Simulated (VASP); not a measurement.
# Cu (Fm-3m) in VASP: single point with LDA

Aim: the single point of Cu with LDA.

Program: VASP 6.6.1. These are calculated values, not measurements. Logs are shortened: lines on timing, memory, paths and dates and some standing lists are left out, and cuts for length are marked.

### 1 The cell of the first run

Symmetry: Fm-3m, No. 225, cubic system. The conventional cell has a = 3.518 Å, b = 3.518 Å, c = 3.518 Å, α = 90.00°, β = 90.00°, γ = 90.00°. Cu (site symmetry m-3m) has 12 Cu at 2.49 Å within 3.3 Å.

### 2 Single point, LDA

Input file INCAR:

```
ALGO = Fast
EDIFF = 1E-7
ENCUT = 520
GGA = CA
ISIF = 2
ISMEAR = 0
LASPH = T
LCHARG = T
LELF = T
LREAL = Auto
LVHAR = T
LWAVE = F
NBANDS = 168
NELM = 60
PREC = Accurate
SIGMA = 0.1
```

Input file KPOINTS:

```
k-points
0
Gamma
  4 4 4
```

Input file POSCAR:

```
Cu
1.0
   -5.2773513497     -5.2773513497      0.0000000000
    0.0000000000     -5.2773513497      5.2773513497
   -5.2773513497      0.0000000000      5.2773513497
Cu
27
Direct
    0.6666666667      0.0000000000      0.0000000000
    0.3333333333      0.0000000000      0.0000000000
    0.0000000000      0.0000000000      0.0000000000
    0.6666666667      0.3333333333      0.0000000000
    0.3333333333      0.3333333333      0.0000000000
    0.0000000000      0.3333333333      0.0000000000
    0.6666666667      0.6666666667      0.0000000000
    0.3333333333      0.6666666667      0.0000000000
    0.0000000000      0.6666666667      0.0000000000
    0.6666666667      0.0000000000      0.3333333333
    0.3333333333      0.0000000000      0.3333333333
    0.0000000000      0.0000000000      0.3333333333
    0.6666666667      0.3333333333      0.3333333333
    0.3333333333      0.3333333333      0.3333333333
    0.0000000000      0.3333333333      0.3333333333
    0.6666666667      0.6666666667      0.3333333333
    0.3333333333      0.6666666667      0.3333333333
    1.0000000000      0.6666666667      0.3333333333
    0.6666666667      0.0000000000      0.6666666667
    0.3333333333      0.0000000000      0.6666666667
    0.0000000000      0.0000000000      0.6666666667
    0.6666666667      0.3333333333      0.6666666667
    0.3333333333      0.3333333333      0.6666666667
    1.0000000000      0.3333333333      0.6666666667
    0.6666666667      0.6666666667      0.6666666667
    0.3333333333      0.6666666667      0.6666666667
    0.0000000000      0.6666666667      0.6666666667
```

Potentials or basis: VASP PAW LDA potentials, release 64 (Cu).

Command:

```sh
$ cat potpaw_LDA.64/Cu/POTCAR > POTCAR
$ mpirun -np 1 vasp_std > vasp.out
```

OUTCAR:

```text
EDIFF = 1E-7
   ENCUT = 520
   GGA = CA
   ISIF = 2
   ISMEAR = 0
   LASPH = T
   LREAL = Auto
   NELM = 60
   PREC = Accurate

 ion  position               nearest neighbor table
   1  0.667  0.000  0.000-   3 2.49   4 2.49   7 2.49   9 2.49  10 2.49  16 2.49  19 2.49  21 2.49
                            22 2.49   5 2.49  11 2.49   2 2.49
   2  0.333  0.000  0.000-   3 2.49   5 2.49   6 2.49   8 2.49  11 2.49  12 2.49  17 2.49  20 2.49
                            23 2.49   7 2.49  19 2.49   1 2.49
   3  0.000  0.000  0.000-   1 2.49   2 2.49   4 2.49   6 2.49   8 2.49   9 2.49  10 2.49  12 2.49
                            18 2.49  20 2.49  21 2.49  24 2.49
   4  0.667  0.333  0.000-   1 2.49   3 2.49   6 2.49  10 2.49  13 2.49  22 2.49  24 2.49  14 2.49
                            25 2.49   5 2.49   7 2.49   8 2.49
   5  0.333  0.333  0.000-   2 2.49   6 2.49  11 2.49  14 2.49  15 2.49  23 2.49   1 2.49  22 2.49
                             9 2.49  26 2.49   8 2.49   4 2.49
   6  0.000  0.333  0.000-   2 2.49   3 2.49   4 2.49   5 2.49  12 2.49  13 2.49  15 2.49  23 2.49
                            24 2.49   7 2.49  27 2.49   9 2.49
   7  0.667  0.667  0.000-   1 2.49   9 2.49  16 2.49  19 2.49  25 2.49  27 2.49  17 2.49   2 2.49
                            13 2.49   6 2.49   8 2.49   4 2.49
   8  0.333  0.667  0.000-   2 2.49   3 2.49   9 2.49  17 2.49  18 2.49  20 2.49  26 2.49  25 2.49
                            14 2.49   5 2.49   7 2.49   4 2.49
   9  0.000  0.667  0.000-   1 2.49   3 2.49   7 2.49   8 2.49  16 2.49  18 2.49  21 2.49  26 2.49
[... 43 lines left out ...]
 A1 = (  -5.2773513497,  -5.2773513497,   0.0000000000)
 A2 = (   0.0000000000,  -5.2773513497,   5.2773513497)
 A3 = (  -5.2773513497,   0.0000000000,   5.2773513497)

Analysis of symmetry for initial positions (statically):
=====================================================================
 Subroutine PRICEL returns following result:

  LATTYP: Found a face centered cubic cell.
 ALAT       =     3.5182342328

  Lattice vectors:

 A1 = (  -1.7591171164,  -1.7591171164,   0.0000000000)
 A2 = (   0.0000000000,  -1.7591171164,   1.7591171164)
 A3 = (  -1.7591171164,   0.0000000000,   1.7591171164)

  27 primitive cells build up your supercell.

 Routine SETGRP: Setting up the symmetry group for a
 face centered cubic supercell.

 Subroutine GETGRP returns: Found 48 space group operations
 (whereof 48 operations were pure point group operations)
 out of a pool of 48 trial point group operations.

The static configuration has the point symmetry O_h .

Analysis of symmetry for dynamics (positions and initial velocities):
=====================================================================
 Subroutine PRICEL returns following result:

[... 110 lines left out ...]
   NELECT =     297.0000    total number of electrons
   NUPDOWN=      -1.0000    fix difference up-down
   EMIN   =  10.00;   EMAX   =-10.00  energy-range for DOS
   EFERMI =   0.00;   METHOD = LEGACY
   ISMEAR =     0;   SIGMA  =   0.10  broadening in eV -4-tet -1-fermi 0-gaus
   EFERMI_NEDOS =   21; number of points for ismear=-14 and -15
   IALGO  =     68    algorithm
   IMIX   =      4    mixing-type and parameters
     AMIX     =   0.40;   BMIX     =  1.00
     AMIX_MAG =   1.60;   BMIX_MAG =  1.00
  volume/ion in A,a.u.               =      10.89        73.47
  Fermi-wavevector in a.u.,A,eV,Ry     =   1.642735  3.104320 36.716408  2.698580
  Thomas-Fermi vector in A             =   2.732988
   LORBIT       =      0    0 simple, 1 ext, 2 COOP (PROOUT), +10 PAW based schemes
   GGA     = CA    functional components
   LHFCALC =     F    Hartree Fock is set to
   AEXX    =    0.0000 exact exchange contribution
   IVDW    =     0    specifies the selected vdW correction
   LEPSILON=     F    determine dielectric tensor
   LRPA    =     F    only Hartree local field effects (RPA)
 non-spin polarized calculation
 RMM-DIIS sequential band-by-band and
 Gauss-broadening in eV      SIGMA  =   0.10
  energy-cutoff  :      520.00
  volume of cell :      293.95
 maximum number of plane-waves:      7954
   NGX = 27   NGY = 27   NGZ = 27

 number of electron     297.0000010 magnetization

 Free energy of the ion-electron system (eV)
  ---------------------------------------------------
  ext. energy  EPLUGINS =         0.00000000
  ---------------------------------------------------
  free energy    TOTEN  =      -127.04469609 eV

  energy without entropy =     -127.01578241  energy(sigma->0) =     -127.03023925

 E-fermi :   8.3311     XC(G=0): -13.5858

 val. band max:        8.2036384344   @ k =   0.2500   0.2500   0.0000
 cond. band min:       8.3518962456   @ k =   0.5000   0.5000   0.0000
 fundamental gap:      0.1482578113
 Fermi energy:         8.3311024214

 k-point     1 :       0.0000    0.0000    0.0000
  band No.  band energies     occupation
      1      -1.5821      2.00000
      2       1.9210      2.00000
      3       1.9210      2.00000
      4       1.9210      2.00000
      5       1.9210      2.00000
      6       1.9210      2.00000
[... 1293 lines left out ...]
    159      10.6110      0.00000
    160      10.7270      0.00000
 [bands above 160 left out]

------------------------ aborting loop because EDIFF is reached ----------------------------------------

  FORCE on cell =-STRESS in cart. coord.  units (eV):
  Direction    XX          YY          ZZ          XY          YZ          ZX
  --------------------------------------------------------------------------------------
  -------------------------------------------------------------------------------------
  Total        1.3286110      1.3286110      1.3286110      0.0000000      0.0000000      0.0000000
  in kB        7.2415313      7.2415313      7.2415313      0.0000000      0.0000000      0.0000000
  external PRESSURE =       7.2415313 kB  Pullay stress =       0.0000000 kB

 VOLUME and BASIS-vectors are now :
 -----------------------------------------------------------------------------
  energy-cutoff  :      520.00
  volume of cell :      293.95
      direct lattice vectors                 reciprocal lattice vectors
    -5.277351350 -5.277351350  0.000000000    -0.094744497 -0.094744497 -0.094744497
     0.000000000 -5.277351350  5.277351350     0.094744497 -0.094744497  0.094744497
    -5.277351350  0.000000000  5.277351350    -0.094744497  0.094744497  0.094744497

 POSITION                                       TOTAL-FORCE (eV/Angst)
 -----------------------------------------------------------------------------------
     -3.51823     -3.51823      0.00000        -0.000000      0.000000     -0.000000
     -1.75912     -1.75912      0.00000        -0.000000      0.000000      0.000000
      0.00000      0.00000      0.00000        -0.000000      0.000000      0.000000
     -3.51823     -5.27735      1.75912        -0.000000      0.000000     -0.000000
     -1.75912     -3.51823      1.75912        -0.000000      0.000000      0.000000
      0.00000     -1.75912      1.75912        -0.000000      0.000000     -0.000000
[... 19 lines left out ...]
     -5.27735     -5.27735      7.03647        -0.000000     -0.000000      0.000000
     -3.51823     -3.51823      7.03647         0.000000     -0.000000      0.000000
 -----------------------------------------------------------------------------------
    total drift:                               -0.000000     -0.000000      0.000000

  FREE ENERGIE OF THE ION-ELECTRON SYSTEM (eV)
  ---------------------------------------------------
  free  energy   TOTEN  =      -127.0446960858 eV

  energy  without entropy=     -127.0157824138  energy(sigma->0) =     -127.03023925
```

OSZICAR:

```text
N       E                     dE             d eps       ncg     rms          rms(c)
DAV:   1     0.345849451037E+04    0.34585E+04   -0.11778E+05  2696   0.329E+03
DAV:   2     0.564413785877E+03   -0.28941E+04   -0.28275E+04  2688   0.725E+02
DAV:   3    -0.948158200022E+02   -0.65923E+03   -0.63018E+03  2688   0.339E+02
DAV:   4    -0.152783033737E+03   -0.57967E+02   -0.54710E+02  2896   0.133E+02
DAV:   5    -0.154391297682E+03   -0.16083E+01   -0.15911E+01  3032   0.263E+01    0.416E+01
RMM:   6    -0.133243043183E+03    0.21148E+02   -0.28668E+02  2774   0.119E+02    0.180E+01
RMM:   7    -0.126863837392E+03    0.63792E+01   -0.57939E+01  2765   0.575E+01    0.421E+00
RMM:   8    -0.127032230718E+03   -0.16839E+00   -0.67503E+00  2912   0.581E+00    0.109E+00
RMM:   9    -0.127036289688E+03   -0.40590E-02   -0.72018E-01  2933   0.590E+00    0.470E-01
RMM:  10    -0.127045553352E+03   -0.92637E-02   -0.14211E-01  3708   0.859E-01    0.108E-01
RMM:  11    -0.127044899566E+03    0.65379E-03   -0.24875E-02  2857   0.105E+00    0.224E-01
RMM:  12    -0.127044585087E+03    0.31448E-03   -0.85271E-03  3033   0.456E-01    0.253E-02
RMM:  13    -0.127044694720E+03   -0.10963E-03   -0.10093E-03  3526   0.879E-02    0.289E-02
RMM:  14    -0.127044702693E+03   -0.79731E-05   -0.10034E-04  3238   0.351E-02    0.236E-02
RMM:  15    -0.127044700437E+03    0.22558E-05   -0.15505E-05  3064   0.102E-02    0.166E-02
RMM:  16    -0.127044695915E+03    0.45224E-05   -0.92003E-06  2928   0.178E-02    0.331E-03
RMM:  17    -0.127044696081E+03   -0.16668E-06   -0.25438E-06  2998   0.434E-03    0.155E-03
RMM:  18    -0.127044696086E+03   -0.44311E-08   -0.31131E-07  1880   0.348E-03
   1 F= -.12704470E+03 E0= -.12703024E+03  d E =-.289137E-01
```

Wall time 32 min (1 thread of AMD EPYC 7R13, shared host); peak memory 0.46 GiB.

Results:

* Free energy: -127.0447 eV
* Pressure: 0.7 GPa
* Band gap on the k mesh: zero (an odd number of electrons rules out a gap without spin polarisation)

Levels at points of the mesh, in eV from the Fermi level:
| k point | band 145 | band 146 | band 147 | band 148 | band 149 | band 150 | band 151 | band 152 | band 153 | band 154 |
| --- | --- | --- | --- | --- | --- | --- | --- | --- | --- | --- |
| (0.00, 0.00, 0.00) | -1.85 | -1.85 | -1.85 | -1.85 | -1.85 | -1.85 | 3.53 | 3.53 | 3.53 | 3.53 |
| (0.50, 0.00, 0.00) | -0.28 | -0.28 | -0.28 | -0.28 | -0.28 | -0.28 | 1.34 | 1.34 | 1.34 | 1.34 |
| (0.50, 0.50, 0.00) | 0.02 | 0.02 | 0.02 | 0.02 | 0.02 | 0.56 | 0.56 | 0.56 | 0.56 | 0.56 |

The gap in the log of VASP goes by the Fermi energy; the results here count the filled bands.